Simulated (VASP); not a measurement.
# ZrC (I4mm) in VASP: further runs, part 2 of 2

VASP 6.6.1.

### 3 Single point, LDA (mode 4 frozen in at -0.115 Å and mode 5 at +0.000 Å (largest displacements))

INCAR reads:

```
PREC = Accurate
ENCUT = 520
EDIFF = 1E-6
ISMEAR = 0
SIGMA = 0.15
LREAL = False
LASPH = True
NELM = 80
ALGO = Normal
ISIF = 2
LWAVE = False
LCHARG = True
LELF = True
LVHAR = True
NBANDS = 15
```

KPOINTS reads:

```
regular mesh
0
Gamma
  16 16 16
```

POSCAR reads:

```
ZrC
1.0
    0.0000000000      2.3207286109      2.3207286109
    2.3207286109      0.0000000000      2.3207286109
    2.3207286109      2.3207286109      0.0000000000
Zr C
1 1
Direct
    0.4967462522      0.5032537478      0.5032537478
    0.0247120666     -0.0247120666     -0.0247120666
```

Potentials or basis: VASP PAW LDA potentials, release 64 (Zr_sv, C).

Run with:

```sh
$ cat potpaw_LDA.64/Zr_sv/POTCAR potpaw_LDA.64/C/POTCAR > POTCAR
$ mpirun -np 1 vasp_std > vasp.out
```

OUTCAR:

```text
PREC = Accurate
   ENCUT = 520
   EDIFF = 1E-6
   ISMEAR = 0
   LREAL = False
   LASPH = True
   NELM = 80
   ISIF = 2

 ion  position               nearest neighbor table
   1  0.497  0.503  0.503-   2 2.19   2 2.32   2 2.32   2 2.32   2 2.32   2 2.45
   2  0.025  0.975  0.975-   1 2.19   1 2.32   1 2.32   1 2.32   1 2.32   1 2.45

  LATTYP: Found a face centered cubic cell.
 ALAT       =     4.6414572218

  Lattice vectors:

 A1 = (   0.0000000000,   2.3207286109,   2.3207286109)
 A2 = (   2.3207286109,   0.0000000000,   2.3207286109)
 A3 = (   2.3207286109,   2.3207286109,   0.0000000000)

Analysis of symmetry for initial positions (statically):
=====================================================================
 Subroutine PRICEL returns:
 Original cell was already a primitive cell.

 Routine SETGRP: Setting up the symmetry group for a
 face centered cubic supercell.

 Subroutine GETGRP returns: Found  8 space group operations
 (whereof  8 operations were pure point group operations)
 out of a pool of 48 trial point group operations.

The static configuration has the point symmetry C_4v.

Analysis of symmetry for dynamics (positions and initial velocities):
=====================================================================
 Subroutine PRICEL returns:
 Original cell was already a primitive cell.

 Routine SETGRP: Setting up the symmetry group for a
 face centered cubic supercell.

 Subroutine GETGRP returns: Found  8 space group operations
 (whereof  8 operations were pure point group operations)
 out of a pool of 48 trial point group operations.

The dynamic configuration has the point symmetry C_4v.

 Subroutine INISYM returns: Found  8 space group operations
 (whereof  8 operations are pure point group operations),
 and found     1 'primitive' translations

----------------------------------------------------------------------------------------

                                     Primitive cell

  volume of cell :      24.9979

  direct lattice vectors                    reciprocal lattice vectors
     0.000000000  2.320728611  2.320728611    -0.215449578  0.215449578  0.215449578
     2.320728611  0.000000000  2.320728611     0.215449578 -0.215449578  0.215449578
     2.320728611  2.320728611  0.000000000     0.215449578  0.215449578 -0.215449578

  length of vectors
     3.282005876  3.282005876  3.282005876     0.373169616  0.373169616  0.373169616

  position of ions in fractional coordinates (direct lattice)
     0.496746252  0.503253748  0.503253748
     0.024712067  0.975287933  0.975287933

  ion indices of the primitive-cell ions
   primitive index   ion index
                 1           1
                 2           2

----------------------------------------------------------------------------------------

 KPOINTS: regular mesh

Automatic generation of k-mesh.
 Grid dimensions read from file:
 generate k-points for:   16   16   16

 Generating k-lattice:

  Cartesian coordinates                     Fractional coordinates (reciprocal lattice)
    -0.013465599  0.013465599  0.013465599     0.062500000  0.000000000  0.000000000
     0.013465599 -0.013465599  0.013465599     0.000000000  0.062500000  0.000000000
     0.013465599  0.013465599 -0.013465599     0.000000000  0.000000000  0.062500000

  Length of vectors
     0.023323101  0.023323101  0.023323101

  Shift w.r.t. Gamma in fractional coordinates (k-lattice)
[... 37 lines left out ...]
   dimension x,y,z NGX =    24 NGY =   24 NGZ =   24
   dimension x,y,z NGXF=    48 NGYF=   48 NGZF=   48
   ions per type =               1   1
   NGX,Y,Z   is equivalent  to a cutoff of  12.16, 12.16, 12.16 a.u.
   NGXF,Y,Z  is equivalent  to a cutoff of  24.31, 24.31, 24.31 a.u.
 SYSTEM =  unknown system
   PREC   = accura    normal or accurate (medium, high low for compatibility)
   ISTART =      0    job   : 0-new  1-cont  2-samecut
   ICHARG =      2    charge: 1-file 2-atom 10-const
   ISPIN  =      1    spin polarized calculation?
   LNONCOLLINEAR =      F non collinear calculations
   LSORBIT =      F    spin-orbit coupling
   LASPH  =      T    aspherical Exc in radial PAW
   ENCUT  =  520.0 eV  38.22 Ry    6.18 a.u.   6.10  6.10  6.10*2*pi/ulx,y,z
   NELM   =     80;   NELMIN=  2; NELMDL= -5     # of ELM steps
   EDIFF  = 0.1E-05   stopping-criterion for ELM
   LREAL  =      F    real-space projection
   EDIFFG = 0.1E-04   stopping-criterion for IOM
   NSW    =      0    number of steps for IOM
   IBRION =     -1    ionic relax: 0-MD 1-quasi-New 2-CG
   NFREE  =      0    steps in history (QN), initial steepest desc. (CG)
   ISIF   =      2    stress and relaxation
   ISYM   =      2    0-nonsym 1-usesym 2-fastsym
   POTIM  = 0.5000    time-step for ionic-motion
   TEBEG  =    0.0;   TEEND  =   0.0 temperature during run
   PSTRESS=    0.0 pullay stress
   NELECT =      16.0000    total number of electrons
   NUPDOWN=      -1.0000    fix difference up-down
   EMIN   =  10.00;   EMAX   =-10.00  energy-range for DOS
   EFERMI =   0.00;   METHOD = LEGACY
   ISMEAR =     0;   SIGMA  =   0.15  broadening in eV -4-tet -1-fermi 0-gaus
   EFERMI_NEDOS =   21; number of points for ismear=-14 and -15
   IALGO  =     38    algorithm
   IMIX   =      4    mixing-type and parameters
     AMIX     =   0.40;   BMIX     =  1.00
     AMIX_MAG =   1.60;   BMIX_MAG =  1.00
  volume/ion in A,a.u.               =      12.50        84.35
  Fermi-wavevector in a.u.,A,eV,Ry     =   1.410849  2.666118 27.082319  1.990494
  Thomas-Fermi vector in A             =   2.532761
   LORBIT       =      0    0 simple, 1 ext, 2 COOP (PROOUT), +10 PAW based schemes
   GGA     = CA    functional components
   LHFCALC =     F    Hartree Fock is set to
   AEXX    =    0.0000 exact exchange contribution
   IVDW    =     0    specifies the selected vdW correction
   LEPSILON=     F    determine dielectric tensor
   LRPA    =     F    only Hartree local field effects (RPA)
 non-spin polarized calculation
 Gauss-broadening in eV      SIGMA  =   0.15
  energy-cutoff  :      520.00
  volume of cell :       25.00
 maximum number of plane-waves:       692
   NGX = 13   NGY = 13   NGZ = 13

 number of electron      16.0000000 magnetization

 Free energy of the ion-electron system (eV)
  ---------------------------------------------------
  ext. energy  EPLUGINS =         0.00000000
  ---------------------------------------------------
  free energy    TOTEN  =       -21.21320737 eV

  energy without entropy =      -21.21067936  energy(sigma->0) =      -21.21194337

 E-fermi :   9.9565     XC(G=0): -12.5371

 val. band max:        9.9397371622   @ k =   0.0000   0.4375   0.4375
 cond. band min:       9.9630695554   @ k =   0.0000   0.4375   0.3750
 fundamental gap:      0.0233323932
 Fermi energy:         9.9564639642

 k-point     1 :       0.0000    0.0000    0.0000
  band No.  band energies     occupation
      1     -37.7721      2.00000
      2     -15.6120      2.00000
      3     -15.6052      2.00000
      4     -15.6052      2.00000
      5      -1.3686      2.00000
      6      10.1201      0.12294
      7      10.1201      0.12294
      8      10.4289      0.00001
      9      10.9366      0.00000
     10      11.7130      0.00000
     11      11.7130      0.00000
     12      12.7990      0.00000
     13      13.3502      0.00000
     14      17.6676      0.00000
[... 401 lines left out ...]
      2     -16.5898      2.00000
      3     -15.7229      2.00000
      4     -15.7096      2.00000
      5       1.8213      2.00000
      6       4.5953      2.00000
      7       6.8520      2.00000
      8       6.9980      2.00000
      9      14.1199      0.00000
     10      14.5658      0.00000
     11      15.3118      0.00000
     12      16.9885      0.00000
     13      19.9704      0.00000
     14      20.4881      0.00000
     15      23.2084      0.00000

 [... further k-points ...]

------------------------ aborting loop because EDIFF is reached ----------------------------------------

  FORCE on cell =-STRESS in cart. coord.  units (eV):
  Direction    XX          YY          ZZ          XY          YZ          ZX
  --------------------------------------------------------------------------------------
  -------------------------------------------------------------------------------------
  Total        0.8867339      0.0536179      0.0536179     -0.0000000     -0.0000000      0.0000000
  in kB       56.8330310      3.4365074      3.4365074     -0.0000000     -0.0000000      0.0000000
  external PRESSURE =      21.2353486 kB  Pullay stress =       0.0000000 kB

 VOLUME and BASIS-vectors are now :
 -----------------------------------------------------------------------------
  energy-cutoff  :      520.00
  volume of cell :       25.00
      direct lattice vectors                 reciprocal lattice vectors
     0.000000000  2.320728611  2.320728611    -0.215449578  0.215449578  0.215449578
     2.320728611  0.000000000  2.320728611     0.215449578 -0.215449578  0.215449578
     2.320728611  2.320728611  0.000000000     0.215449578  0.215449578 -0.215449578

 POSITION                                       TOTAL-FORCE (eV/Angst)
 -----------------------------------------------------------------------------------
      2.33583      2.32073      2.32073        -1.031046      0.000000      0.000000
      4.52676      2.32073      2.32073         1.031046      0.000000      0.000000
 -----------------------------------------------------------------------------------
    total drift:                               -0.000230     -0.000000      0.000000

  FREE ENERGIE OF THE ION-ELECTRON SYSTEM (eV)
  ---------------------------------------------------
  free  energy   TOTEN  =       -21.2132073725 eV

  energy  without entropy=      -21.2106793599  energy(sigma->0) =      -21.21194337
```

stdout:

```text
POSCAR found type information on POSCAR ZrC
 POSCAR found :  2 types and       2 ions
 scaLAPACK will be used
 LDA part: xc-table for (Slater(with rela. corr.)+CA(PZ))
 , standard interpolation
 POSCAR, INCAR and KPOINTS ok, starting setup
 FFT: planning ... GRIDC
 FFT: planning ... GRID_SOFT
 FFT: planning ... GRID
 WAVECAR not read
 entering main loop
```

Run time: 50 s. Hardware: 1 thread of Intel Xeon Platinum 8375C at 2.90GHz (Ice Lake), shared host; peak memory 0.23 GiB.

What came out:

```yaml
Free_energy: -21.2132 eV
Pressure: 2.1 GPa
Largest_force: 1.031 eV/Å
Band_gap_on_the_k_mesh: zero (band 8 reaches 10.45 eV, above the bottom of band 9 at 9.45 eV)
```

Forces on the atoms (eV/Å):
```
Zr  -1.031  0.000  0.000
C    1.031  0.000  0.000
```

Levels at points of the mesh, in eV from the Fermi level:
```csv
k point,band 4,band 5,band 6,band 7,band 8,band 9,band 10,band 11,band 12,band 13
"(0.00, 0.00, 0.00)",-25.56,-11.33,0.16,0.16,0.47,0.98,1.76,1.76,2.84,3.39
"(0.50, 0.00, 0.00)",-25.65,-8.02,-5.49,-3.12,-3.09,4.53,4.62,5.43,6.60,10.18
"(0.50, 0.50, 0.00)",-25.89,-10.17,-2.29,-2.02,0.01,0.40,4.70,5.83,5.83,8.44
"(0.00, 0.50, 0.50)",-25.89,-10.17,-2.01,-1.94,0.06,0.06,4.60,5.83,5.83,8.08
```

Caveat: the cell differs from its parent crystal (mode 4 frozen in at -0.115 Å and mode 5 at +0.000 Å (largest displacements)); forces of over 1 eV/Å act on the atoms, so gaps and moduli don't describe the material at rest.
